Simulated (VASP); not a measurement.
Here is a VASP 6.6.1 calculation.

The input INCAR:

```
ALGO     = Normal         # electronic algorithm
EDIFF    = 1E-7           # SCF threshold, eV
ENCUT    = 520            # plane-wave cutoff, eV
GGA      = PE             # functional
ISIF     = 2              # what is computed and relaxed
ISMEAR   = 0              # smearing method
LASPH    = True           # aspherical terms in the spheres
LCHARG   = False          # write CHGCAR
LREAL    = False          # projectors in reciprocal space
LWAVE    = False          # write WAVECAR
NBANDS   = 46             # bands
NELM     = 100            # most SCF steps
PREC     = Accurate       # precision mode
SIGMA    = 0.1            # smearing width, eV
```

The input KPOINTS:

```
k-points
0
Gamma
  4 4 4
```

Contents of POSCAR:

```
GaN
1.0
    4.5481596674      0.0000000000      0.0000000000
    0.0000000000      4.5481596674      0.0000000000
    0.0000000000      0.0000000000      4.5481596674
Ga N
4 4
Direct
   -0.0000056400     -0.0000056400     -0.0000056400
    0.5000056400      1.0000056400      0.4999943600
    0.4999943600      0.5000056400      1.0000056400
    1.0000056400      0.4999943600      0.5000056400
    0.7500046950      0.7500046950      0.7500046950
    0.7499953050      0.2499953050      0.2500046950
    0.2500046950      0.7499953050      0.2499953050
    0.2499953050      0.2500046950      0.7499953050
```

Potentials or basis: VASP PAW PBE potentials, release 64 (Ga_d, N).

The run is started by

```console
$ cat potpaw_PBE.64/Ga_d/POTCAR potpaw_PBE.64/N/POTCAR > POTCAR
$ mpirun -np 1 vasp_std > vasp.out
```

**Question.** Estimate the band gap on the k mesh.

**Answer.** 1.55 eV.

**Question.** Estimate the pressure.

**Answer.** 0.1 GPa.
